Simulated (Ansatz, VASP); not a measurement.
# AlAs: VASP beside Ansatz

File INCAR:

```
SYSTEM = AlAs
PREC     = Accurate       ! precision mode
ENCUT    = 500            ! plane-wave cutoff, eV
EDIFF    = 1E-6           ! SCF threshold, eV
ISMEAR   = 0              ! smearing method
SIGMA    = 0.01           ! smearing width, eV
LREAL    = .False.        ! projectors in reciprocal space
LASPH    = .True.         ! aspherical terms in the spheres
NELM     = 120            ! most SCF steps
ALGO     = Normal         ! electronic algorithm
ISIF     = 2              ! what is computed and relaxed
LWAVE    = .False.        ! write WAVECAR
LCHARG   = .False.        ! write CHGCAR
GGA      = PE             ! functional
IVDW     = 13             ! dispersion correction
NBANDS   = 11             ! bands
GGA_COMPAT= .False.
```

Contents of KPOINTS:

```
regular mesh
0
Gamma
  7 7 7
  0 0 0
```

POSCAR

```
AlAs
1.0
    0.0000000000      2.8304000000      2.8304000000
    2.8304000000      0.0000000000      2.8304000000
    2.8304000000      2.8304000000      0.0000000000
Al As
1 1
Direct
    0.0000000000      0.0000000000      0.0000000000
    0.2500000000      0.2500000000      0.2500000000
```

Input for Ansatz:

```yaml
crystal:
  lattice:
    - [0.0, 2.8304, 2.8304]
    - [2.8304, 0.0, 2.8304]
    - [2.8304, 2.8304, 0.0]
  atoms:
    - { symbol: Al, position: [0.0, 0.0, 0.0] }
    - { symbol: As, position: [0.25, 0.25, 0.25] }
basis:
  ecutwfc: 435.382179935808
  xc_grid: 3
kpoints:
  mp_grid:
    grid: [7, 7, 7]
  band_path:
    path:
      - [0.0, 0.42857142857142855, 0.42857142857142855]
      - [0.0, 0.42496765136401016, 0.42496765136401016]
      - [0.0, 0.432175205778847, 0.432175205778847]
      - [-0.0036037772074184048, 0.42857142857142855, 0.42496765136401016]
      - [0.0036037772074184043, 0.42857142857142855, 0.432175205778847]
      - [-0.0036037772074184043, 0.42496765136401016, 0.42857142857142855]
      - [0.0036037772074184048, 0.432175205778847, 0.42857142857142855]
      - [0.0036037772074184043, 0.432175205778847, 0.4357789829862654]
      - [-0.0036037772074184048, 0.432175205778847, 0.42857142857142855]
      - [0.0036037772074184043, 0.42496765136401016, 0.42857142857142855]
      - [-0.0036037772074184048, 0.42496765136401016, 0.4213638741565918]
      - [0.0036037772074184048, 0.4357789829862654, 0.432175205778847]
      - [-0.0036037772074184043, 0.42857142857142855, 0.432175205778847]
      - [0.0036037772074184048, 0.42857142857142855, 0.42496765136401016]
      - [-0.0036037772074184043, 0.4213638741565918, 0.42496765136401016]
      - [0.0072075544148368096, 0.432175205778847, 0.432175205778847]
      - [0.0, 0.42496765136401016, 0.432175205778847]
      - [0.0, 0.432175205778847, 0.42496765136401016]
      - [-0.0072075544148368096, 0.42496765136401016, 0.42496765136401016]
    npoints: 1
hamiltonian:
  xc: pbe
  dispersion: d4
  pseudopotentials:
    kind: paw
scf:
  algorithm: direct_min
  convergence:
    dr2_threshold: 1.0e-08
  mixing:
    algorithm: anderson
  occupations:
    method: fixed
```

Alike in both runs: task single point; functional PBE; dispersion D4; k mesh 7 × 7 × 7; no spin polarisation.

|  | VASP | Ansatz |
| --- | --- | --- |
| version | VASP 6.6.1 | Ansatz 0.2.0 |
| potentials or method | VASP PAW PBE potentials, release 64 (Al, As), cutoff 500 eV | plane waves, PAW |
| occupations | gaussian, width 0.01 eV | fixed |
| valence electrons in the cell | 8 | 18 |

|  | VASP | Ansatz | Ansatz less VASP |
| --- | --- | --- | --- |
| gap on the k mesh at the Fermi level (eV) | 1.54 | 1.55 | +0.011 |

VASP's potentials hold 8 valence electrons a cell and Ansatz's 18, so a difference there can come from the potentials and not from the codes.
